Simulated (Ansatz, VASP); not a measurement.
## TaN: VASP beside Ansatz

File INCAR:

```
SYSTEM = TaN
PREC = Accurate
ENCUT = 520
EDIFF = 1E-6
ISMEAR = 0
SIGMA = 0.15
LREAL = .FALSE.
LASPH = .TRUE.
NELM = 80
ALGO = Normal
ISIF = 2
LWAVE = .FALSE.
LCHARG = .FALSE.
GGA = PS
NBANDS = 24
```

The input KPOINTS:

```
regular mesh
0
G
  15 15 8
  0 0 0
```

Contents of POSCAR:

```
TaN
1.0
    2.9663217678      0.0000000000      0.0000000000
   -1.4831608839      2.5689100068      0.0000000000
    0.0000000000      0.0000000000      5.8600190937
Ta N
2 2
Direct
   -0.0163714235      0.0000000000      0.0000000000
    0.0163714235      0.0000000000      0.5000000000
    0.3333333333      0.6666666667      0.2500000000
    0.6666666667      0.3333333333      0.7500000000
```

Input for Ansatz:

```yaml
crystal:
  lattice:
    - [2.9663217678, 0.0, 0.0]
    - [-1.4831608839, 2.5689100068, 0.0]
    - [0.0, 0.0, 5.8600190937]
  atoms:
    - { symbol: Ta, position: [-0.0163714235, 0.0, 0.0] }
    - { symbol: Ta, position: [0.0163714235, 0.0, 0.5] }
    - { symbol: "N", position: [0.3333333333, 0.6666666667, 0.25] }
    - { symbol: "N", position: [0.6666666667, 0.3333333333, 0.75] }
basis:
  ecutwfc: 520.0
kpoints:
  mp_grid: { grid: [15, 15, 8] }
hamiltonian:
  xc: pbesol
  pseudopotentials: { kind: paw, azcp: { folder: soft_1 } }
scf:
  occupations: { method: gaussian, width: 0.15 }
output:
  forces: true
  stress: true
  eigenvalues: true
```

Change from the starting cell: mode 4 frozen in at -0.047 Å, equal normal strain along x and y +0.0267.

Alike in both runs: task single point; functional PBEsol; k mesh 15 × 15 × 8; occupations gaussian, width 0.15 eV; no spin polarisation.

|  | VASP | Ansatz |
| --- | --- | --- |
| version | VASP 6.6.1 | Ansatz 0.2.0 |
| potentials or method | VASP PAW PBE potentials, release 64 (Ta_pv, N), cutoff 520 eV | scalar-relativistic, plane waves, PAW |
| valence electrons in the cell | 32 | 36 |

```csv
,VASP,Ansatz,Ansatz less VASP
gap on the k mesh at the Fermi level (eV),none,none,-
pressure (GPa),-14.6,-15.4,-0.77
"traceless stress, the component that is largest in VASP (GPa)",8.21,8.11,-0.104
rms of the force components (eV/Å),0.247,0.246,-0.0013
```

VASP's potentials were made for PBE, not for PBEsol, and Ansatz warns of the same on its side. Atom by atom the forces differ by 0.001 eV/Å (rms over components). A gap of «none» marks a metal or a gap that the smearing closes. VASP's potentials hold 32 valence electrons a cell and Ansatz's 36, so a difference there can come from the potentials and not from the codes.

Neither program's run includes spin-orbit coupling.
